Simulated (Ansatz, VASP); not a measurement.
**One calculation of AgCl, two programs**

```xyz
2
Lattice="0.0000 2.7166 2.7166 2.7166 0.0000 2.7166 2.7166 2.7166 0.0000" Properties=species:S:1:pos:R:3 pbc="T T T"
Ag    0.0000    0.0000    0.0000
Cl    2.7166    2.7166    2.7166
```

Change from the starting cell: volume scaled by 0.98.

Alike in both runs: task single point; functional LDA; k mesh 8 × 8 × 8; occupations fermi-dirac, width 0.05 eV; no spin polarisation.

```csv
,VASP,Ansatz
version,VASP 6.6.1,Ansatz 0.2.0
potentials or method,"VASP PAW LDA potentials, release 64 (Ag, Cl), cutoff 520 eV","all-electron LAPW, scalar-relativistic"
```

```tsv
	VASP	Ansatz	Ansatz less VASP
gap on the k mesh at the Fermi level (eV)	0.64	0.62	-0.028
least direct gap on the mesh (eV)	3.19	3.16	-0.024
pressure (GPa)	-2.7	-2.7	-0.01
```

LDA's correlation is that of Perdew and Zunger in VASP and of Perdew and Wang (1992) in Ansatz. Ansatz ran all-electron here, and VASP with PAW potentials.
